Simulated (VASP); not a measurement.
# PtSe (Fm-3m) in VASP: further runs, part 2 of 2

VASP 6.6.1.

**3. Relaxation of cell and atoms, PBE+D4**

INCAR reads:

```
SYSTEM = PtSe
PREC = Accurate
ENCUT = 600
EDIFF = 1E-7
ISMEAR = -1
SIGMA = 0.05
LREAL = .False.
LASPH = .True.
NELM = 80
ALGO = Normal
ISIF = 3
LWAVE = .False.
LCHARG = .False.
GGA = PE
IVDW = 13
IBRION = 2
NSW = 60
EDIFFG = -0.01
```

KPOINTS reads:

```
regular mesh
0
Gamma
  8 8 8
  0 0 0
```

POSCAR reads:

```
PtSe
1.0
    0.0000000000      2.7984111300      2.7984111300
    2.7984111300      0.0000000000      2.7984111300
    2.7984111300      2.7984111300      0.0000000000
Pt Se
1 1
Direct
    0.5000000000      0.5000000000      0.5000000000
    0.0000000000      0.0000000000      0.0000000000
```

Potentials or basis: VASP PAW PBE potentials, release 64 (Pt, Se).

Run with:

```bash
> cat potpaw_PBE.64/Pt/POTCAR potpaw_PBE.64/Se/POTCAR > POTCAR
> mpirun -np 1 vasp_std > vasp.out
```

OUTCAR:

```text
SYSTEM = PtSe
   PREC = Accurate
   ENCUT = 600
   EDIFF = 1E-7
   ISMEAR = -1
   LREAL = .False.
   LASPH = .True.
   NELM = 80
   ISIF = 3
   GGA = PE
   IVDW = 13
   IBRION = 2
   NSW = 60
   EDIFFG = -0.01

 ion  position               nearest neighbor table
   1  0.500  0.500  0.500-   2 2.80   2 2.80   2 2.80   2 2.80   2 2.80   2 2.80
   2  0.000  0.000  0.000-   1 2.80   1 2.80   1 2.80   1 2.80   1 2.80   1 2.80

  LATTYP: Found a face centered cubic cell.
 ALAT       =     5.5968222600

  Lattice vectors:

 A1 = (   0.0000000000,   2.7984111300,   2.7984111300)
 A2 = (   2.7984111300,   0.0000000000,   2.7984111300)
 A3 = (   2.7984111300,   2.7984111300,   0.0000000000)

Analysis of symmetry for initial positions (statically):
=====================================================================
 Subroutine PRICEL returns:
 Original cell was already a primitive cell.

 Routine SETGRP: Setting up the symmetry group for a
 face centered cubic supercell.

 Subroutine GETGRP returns: Found 48 space group operations
 (whereof 48 operations were pure point group operations)
 out of a pool of 48 trial point group operations.

The static configuration has the point symmetry O_h .

Analysis of symmetry for dynamics (positions and initial velocities):
=====================================================================
 Subroutine PRICEL returns:
 Original cell was already a primitive cell.

 Routine SETGRP: Setting up the symmetry group for a
 face centered cubic supercell.

 Subroutine GETGRP returns: Found 48 space group operations
 (whereof 48 operations were pure point group operations)
 out of a pool of 48 trial point group operations.

The dynamic configuration has the point symmetry O_h .

 Subroutine INISYM returns: Found 48 space group operations
 (whereof 48 operations are pure point group operations),
 and found     1 'primitive' translations

----------------------------------------------------------------------------------------

                                     Primitive cell

  volume of cell :      43.8293

  direct lattice vectors                    reciprocal lattice vectors
     0.000000000  2.798411130  2.798411130    -0.178672817  0.178672817  0.178672817
     2.798411130  0.000000000  2.798411130     0.178672817 -0.178672817  0.178672817
     2.798411130  2.798411130  0.000000000     0.178672817  0.178672817 -0.178672817

  length of vectors
     3.957550973  3.957550973  3.957550973     0.309470397  0.309470397  0.309470397

  position of ions in fractional coordinates (direct lattice)
     0.500000000  0.500000000  0.500000000
     0.000000000  0.000000000  0.000000000

  ion indices of the primitive-cell ions
   primitive index   ion index
                 1           1
                 2           2

----------------------------------------------------------------------------------------

 KPOINTS: regular mesh

Automatic generation of k-mesh.
 Grid dimensions read from file:
 generate k-points for:    8    8    8

 Generating k-lattice:

  Cartesian coordinates                     Fractional coordinates (reciprocal lattice)
    -0.022334102  0.022334102  0.022334102     0.125000000  0.000000000  0.000000000
     0.022334102 -0.022334102  0.022334102     0.000000000  0.125000000  0.000000000
     0.022334102  0.022334102 -0.022334102     0.000000000  0.000000000  0.125000000

  Length of vectors
     0.038683800  0.038683800  0.038683800

  Shift w.r.t. Gamma in fractional coordinates (k-lattice)
     0.000000000  0.000000000  0.000000000

 Subroutine IBZKPT returns following result:
 ===========================================

 Found     29 irreducible k-points:

 Following reciprocal coordinates:
            Coordinates               Weight
  0.000000  0.000000  0.000000      1.000000
  0.125000  0.000000  0.000000      8.000000
  0.250000  0.000000  0.000000      8.000000
  0.375000  0.000000  0.000000      8.000000
  0.500000  0.000000  0.000000      4.000000
  0.125000  0.125000  0.000000      6.000000
[... 16 lines left out ...]
  0.500000  0.250000  0.125000     48.000000
 -0.375000  0.250000  0.125000     24.000000
 [... further k-points ...]
   k-points           NKPTS =     29   k-points in BZ     NKDIM =     29   number of bands    NBANDS=     12
   number of dos      NEDOS =    301   number of ions     NIONS =      2
   total plane-waves  NPLWV =  32768
   dimension x,y,z NGX =    32 NGY =   32 NGZ =   32
   dimension x,y,z NGXF=    64 NGYF=   64 NGZF=   64
   ions per type =               1   1
   NGX,Y,Z   is equivalent  to a cutoff of  13.44, 13.44, 13.44 a.u.
   NGXF,Y,Z  is equivalent  to a cutoff of  26.88, 26.88, 26.88 a.u.
 SYSTEM =  PtSe
   PREC   = accura    normal or accurate (medium, high low for compatibility)
   ISTART =      0    job   : 0-new  1-cont  2-samecut
   ICHARG =      2    charge: 1-file 2-atom 10-const
   ISPIN  =      1    spin polarized calculation?
   LNONCOLLINEAR =      F non collinear calculations
   LSORBIT =      F    spin-orbit coupling
   LASPH  =      T    aspherical Exc in radial PAW
   ENCUT  =  600.0 eV  44.10 Ry    6.64 a.u.   7.90  7.90  7.90*2*pi/ulx,y,z
   NELM   =     80;   NELMIN=  2; NELMDL= -5     # of ELM steps
   EDIFF  = 0.1E-06   stopping-criterion for ELM
   LREAL  =      F    real-space projection
   EDIFFG = -.1E-01   stopping-criterion for IOM
   NSW    =     60    number of steps for IOM
   IBRION =      2    ionic relax: 0-MD 1-quasi-New 2-CG
   NFREE  =      1    steps in history (QN), initial steepest desc. (CG)
   ISIF   =      3    stress and relaxation
   ISYM   =      2    0-nonsym 1-usesym 2-fastsym
   POTIM  = 0.5000    time-step for ionic-motion
   TEBEG  =    0.0;   TEEND  =   0.0 temperature during run
   PSTRESS=    0.0 pullay stress
   NELECT =      16.0000    total number of electrons
   NUPDOWN=      -1.0000    fix difference up-down
   EMIN   =  10.00;   EMAX   =-10.00  energy-range for DOS
   EFERMI =   0.00;   METHOD = LEGACY
   ISMEAR =    -1;   SIGMA  =   0.05  broadening in eV -4-tet -1-fermi 0-gaus
   EFERMI_NEDOS =   21; number of points for ismear=-14 and -15
   IALGO  =     38    algorithm
   IMIX   =      4    mixing-type and parameters
     AMIX     =   0.40;   BMIX     =  1.00
     AMIX_MAG =   1.60;   BMIX_MAG =  1.00
  volume/ion in A,a.u.               =      21.91       147.89
  Fermi-wavevector in a.u.,A,eV,Ry     =   1.170020  2.211017 18.625654  1.368947
  Thomas-Fermi vector in A             =   2.306485
   LORBIT       =      0    0 simple, 1 ext, 2 COOP (PROOUT), +10 PAW based schemes
   GGA     = PE    functional components
   LHFCALC =     F    Hartree Fock is set to
   AEXX    =    0.0000 exact exchange contribution
   IVDW    =    13    specifies the selected vdW correction
   LEPSILON=     F    determine dielectric tensor
   LRPA    =     F    only Hartree local field effects (RPA)
 conjugate gradient relaxation of ions
 non-spin polarized calculation
  energy-cutoff  :      600.00
  volume of cell :       43.83
 maximum number of plane-waves:      1476
   NGX = 15   NGY = 15   NGZ = 15

--------------------------------------- Ionic step        1  -------------------------------------------

 number of electron      15.9999999 magnetization

 Free energy of the ion-electron system (eV)
  ---------------------------------------------------
  ext. energy  EPLUGINS =         0.00000000
  ---------------------------------------------------
  free energy    TOTEN  =        -9.28168133 eV

  energy without entropy =       -9.27135075  energy(sigma->0) =       -9.27651604

------------------------ aborting loop because EDIFF is reached ----------------------------------------

  DFT-D4 for vdW energy calculation

  Edisp (eV):   -1.00061
[... 31 lines left out ...]
--------------------------------------- Ionic step        2  -------------------------------------------

 number of electron      16.0000000 magnetization

 E-fermi :  10.9037     XC(G=0): -12.5747

 val. band max:       10.8621286416   @ k =   0.3750   0.3750   0.0000
 cond. band min:      10.9208103681   @ k =   0.5000   0.2500   0.0000
 fundamental gap:      0.0586817265
 Fermi energy:        10.9037292938

 k-point     1 :       0.0000    0.0000    0.0000
  band No.  band energies     occupation
      1      -6.3339      2.00000
      2       6.3595      2.00000
      3       6.3595      2.00000
      4       6.3595      2.00000
      5       6.4982      2.00000
      6       6.4982      2.00000
      7       9.0273      2.00000
      8       9.0273      2.00000
      9       9.0273      2.00000
     10      13.6932      0.00000
     11      19.8572      0.00000
     12      23.2576      0.00000
[... 544 lines left out ...]
--------------------------------------- Ionic step        7  -------------------------------------------

 number of electron      16.0000000 magnetization

 Free energy of the ion-electron system (eV)
  ---------------------------------------------------
  ext. energy  EPLUGINS =         0.00000000
  ---------------------------------------------------
  free energy    TOTEN  =        -9.63770963 eV

  energy without entropy =       -9.63198689  energy(sigma->0) =       -9.63484826

 E-fermi :   8.0766     XC(G=0): -11.6561

 val. band max:        7.8926015420   @ k =  -0.3750   0.3750   0.0000
 cond. band min:       8.1455162192   @ k =   0.5000   0.5000   0.0000
 fundamental gap:      0.2529146772
 Fermi energy:         8.0766072185

 k-point     1 :       0.0000    0.0000    0.0000
  band No.  band energies     occupation
      1      -7.4841      2.00000
      2       4.6763      2.00000
      3       4.6763      2.00000
      4       4.6763      2.00000
      5       4.7020      2.00000
      6       4.7020      2.00000
      7       6.5128      2.00000
      8       6.5128      2.00000
      9       6.5128      2.00000
     10       9.5549      0.00000
     11      17.7273      0.00000
     12      19.6088      0.00000
[... 378 lines left out ...]
  FREE ENERGIE OF THE ION-ELECTRON SYSTEM (eV)
  ---------------------------------------------------
  free  energy   TOTEN  =       -10.8147195899 eV

  energy  without entropy=      -10.8089968511  energy(sigma->0) =      -10.81185822

 reached required accuracy - stopping structural energy minimisation
```

CONTCAR:

```text
PtSe
   1.00000000000000
    -0.0000000000000000    2.6141139479123057    2.6141139479123057
     2.6141139479123057    0.0000000000000000    2.6141139479123057
     2.6141139479123057    2.6141139479123057   -0.0000000000000000
  Pt              Se
     1     1
Direct
     0.5000000000000000    0.5000000000000000    0.5000000000000000
     0.0000000000000000    0.0000000000000000    0.0000000000000000

  0.00000000E+00  0.00000000E+00  0.00000000E+00
  0.00000000E+00  0.00000000E+00  0.00000000E+00
```

Wall time 2 min (1 thread of Intel Xeon 8259CL, shared host); peak memory 0.2 GiB.

What came out:

```
Free energy                           : -10.8147 eV
Relaxed volume                        : 17.86 Å³/atom
Relaxed cell                          : a = 3.697 Å, b = 3.697 Å, c = 3.697 Å, α = 60.00°, β = 60.00°, γ = 60.00°
Space group after relaxing (to 0.1 Å) : Fm-3m (No. 225)
Energy gained by relaxing             : 266.2 meV/atom
Ionic steps                           : 7
Pressure after relaxing               : 0.0 GPa
Band gap on the k mesh                : zero (bands 8 and 9 overlap by 4.53 eV)
Dispersion energy per atom            : -0.589 eV
```

Step by step:
| step | energy change (eV) | largest force (eV/Å) | pressure (GPa) | volume (Å³) |
| --- | --- | --- | --- | --- |
| 1 | 0.0000 | 0.0000 | -17.85 | 43.83 |
| 2 | 0.0495 | 0.0000 | 39.30 | 30.10 |
| 3 | -0.5309 | 0.0000 | -1.41 | 36.08 |
| 4 | -0.5323 | 0.0000 | -0.37 | 35.82 |
| 5 | -0.5324 | 0.0000 | 0.25 | 35.67 |
| 6 | -0.5324 | 0.0000 | -0.30 | 35.80 |
| 7 | -0.5324 | 0.0000 | 0.01 | 35.73 |

Final structure:
```cif
data_structure
_symmetry_space_group_name_H-M 'P 1'
_symmetry_Int_Tables_number 1
_cell_length_a 3.6969
_cell_length_b 3.6969
_cell_length_c 3.6969
_cell_angle_alpha 60.000
_cell_angle_beta 60.000
_cell_angle_gamma 60.000
_cell_volume 35.73
loop_
_atom_site_label
_atom_site_type_symbol
_atom_site_fract_x
_atom_site_fract_y
_atom_site_fract_z
_atom_site_occupancy
Pt1 Pt 0.50000 0.50000 0.50000 1
Se1 Se 0.00000 0.00000 0.00000 1
```

Levels at points of the mesh, in eV from the Fermi level:
```tsv
k point	band 6	band 7	band 8	band 9	band 10	band 11
(0.00, 0.00, 0.00)	-3.37	-1.56	-1.56	-1.56	1.48	9.65
(0.50, 0.00, 0.00)	-2.33	-1.82	2.97	2.97	3.17	6.15
(0.50, 0.50, 0.00)	-2.86	-1.97	-1.97	-1.36	0.07	8.50
```

Caveat: the volume moved by over 15 % at a fixed basis, so the end points are rough; spin-orbit coupling is left out, which moves the levels of the heavy elements.

**4. Relaxation of cell and atoms, PBE+U**

INCAR reads:

```
SYSTEM = PtSe
PREC = Accurate
ENCUT = 600
EDIFF = 1E-7
ISMEAR = -1
SIGMA = 0.05
LREAL = .FALSE.
LASPH = .TRUE.
NELM = 150
ALGO = Normal
ISIF = 3
LWAVE = .FALSE.
LCHARG = .FALSE.
LMAXMIX = 4
LDAU = .TRUE.
LDAUTYPE = 2
LDAUL = 2 -1
LDAUU = 1 0
LDAUJ = 0 0
LDAUPRINT = 1
GGA = PE
IBRION = 2
NSW = 60
EDIFFG = -0.01
```

KPOINTS reads:

```
regular mesh
0
G
  8 8 8
  0 0 0
```

POSCAR is that of step 3.

Potentials or basis: VASP PAW PBE potentials, release 64 (Pt, Se).

Run with:

```bash
> cat potpaw_PBE.64/Pt/POTCAR potpaw_PBE.64/Se/POTCAR > POTCAR
> mpirun -np 1 vasp_std > vasp.out
```

OUTCAR:

```text
SYSTEM = PtSe
   PREC = Accurate
   ENCUT = 600
   EDIFF = 1E-7
   ISMEAR = -1
   LREAL = .FALSE.
   LASPH = .TRUE.
   NELM = 150
   ISIF = 3
   GGA = PE
   IBRION = 2
   NSW = 60
   EDIFFG = -0.01

 ion  position               nearest neighbor table
   1  0.500  0.500  0.500-   2 2.80   2 2.80   2 2.80   2 2.80   2 2.80   2 2.80
   2  0.000  0.000  0.000-   1 2.80   1 2.80   1 2.80   1 2.80   1 2.80   1 2.80

  LATTYP: Found a face centered cubic cell.
 ALAT       =     5.5968222600

  Lattice vectors:

 A1 = (   0.0000000000,   2.7984111300,   2.7984111300)
 A2 = (   2.7984111300,   0.0000000000,   2.7984111300)
 A3 = (   2.7984111300,   2.7984111300,   0.0000000000)

Analysis of symmetry for initial positions (statically):
=====================================================================
[... 340 lines left out ...]
      5       4.3038      2.00000
      6       4.3038      2.00000
      7       6.1145      2.00000
      8       6.1145      2.00000
      9       6.1145      2.00000
     10       8.9684      0.00000
     11      17.3995      0.00000
     12      18.9611      0.00000
[... 331 lines left out ...]
 k-point    24 :      -0.3750    0.2500    0.1250
  band No.  band energies     occupation
      1      -6.1126      2.00000
      2       0.5612      2.00000
      3       2.1309      2.00000
      4       2.2622      2.00000
      5       5.0653      2.00000
      6       5.1181      2.00000
      7       5.5472      2.00000
      8       7.8603      0.00647
      9       8.3528      0.00000
     10      12.9400      0.00000
     11      12.9878      0.00000
     12      16.1315      0.00000

 [... further k-points ...]

------------------------ aborting loop because EDIFF is reached ----------------------------------------

  FORCE on cell =-STRESS in cart. coord.  units (eV):
  Direction    XX          YY          ZZ          XY          YZ          ZX
  --------------------------------------------------------------------------------------
  -------------------------------------------------------------------------------------
  Total       -0.0002670     -0.0002670     -0.0002670      0.0000000      0.0000000     -0.0000000
  in kB       -0.0116414     -0.0116414     -0.0116414      0.0000000      0.0000000     -0.0000000
  external PRESSURE =      -0.0116414 kB  Pullay stress =       0.0000000 kB
[... 17 lines left out ...]
  FREE ENERGIE OF THE ION-ELECTRON SYSTEM (eV)
  ---------------------------------------------------
  free  energy   TOTEN  =        -8.9697440569 eV

  energy  without entropy=       -8.9637311991  energy(sigma->0) =       -8.96673763

 reached required accuracy - stopping structural energy minimisation
```

Wall time 83 s (1 thread of Intel Xeon 8259CL, shared host); peak memory 0.2 GiB.

Results:

```yaml
Free_energy: -8.9697 eV
Relaxed_volume: 18.37 Å³/atom
Relaxed_cell: a = 3.732 Å, b = 3.732 Å, c = 3.732 Å, α = 60.00°, β = 60.00°, γ = 60.00°
Space_group_after_relaxing_to_0.1_Å: Fm-3m (No. 225)
Energy_gained_by_relaxing: 196.2 meV/atom
Ionic_steps: 4
Pressure_after_relaxing: 0.0 GPa
Band_gap_on_the_k_mesh: zero (bands 8 and 9 overlap by 4.36 eV)
```

Step by step:
```tsv
step	energy change (eV)	largest force (eV/Å)	pressure (GPa)	volume (Å³)
1	0.0000	0.0000	-14.77	43.83
2	-0.0926	0.0000	24.32	32.23
3	-0.3922	0.0000	-0.47	36.88
4	-0.3924	0.0000	0.00	36.74
```

Final structure:
```
Pt Se
1.0
     0.00000    2.63868    2.63868
     2.63868    0.00000    2.63868
     2.63868    2.63868    0.00000
Pt Se
1 1
Direct
  0.50000 0.50000 0.50000
  0.00000 0.00000 0.00000
```

Eigenvalues of the final occupation matrices:
```
    site  spin  trace               eigenvalues
site 1 d     1   4.15  0.73 0.73 0.90 0.90 0.90
site 1 d     2   4.15  0.73 0.73 0.90 0.90 0.90
```

Caveat: the volume moved by over 15 % at a fixed basis, so the end points are rough; spin-orbit coupling is left out, which moves the levels of the heavy elements; U without spin polarisation on a metal has little footing.

**5. The runs side by side**

| level | U | gap on the mesh (eV) | pressure (GPa) | relaxed volume (Å³/atom) |
| --- | --- | --- | --- | --- |
| PBE+D3(BJ) | - | none | 0.0 | 17.82 |
| PBE+D4 | - | none | 0.0 | 17.86 |
| PBE+U | Pt d U = 1.0 eV | none | 0.0 | 18.37 |

Alike in all rows: task relaxation of cell and atoms; potentials or basis VASP PAW PBE potentials, release 64 (Pt, Se); no spin polarisation; cell relaxed; k mesh 8 × 8 × 8; cutoff (eV) 600; smearing fermi-dirac 0.05 eV.

Caveats: the volume moved by over 15 % at a fixed basis, so the end points are rough; spin-orbit coupling is left out, which moves the levels of the heavy elements; U without spin polarisation on a metal has little footing (at least some runs).

Total energies depend on the potentials used, so only differences within one code and one set of settings carry meaning.
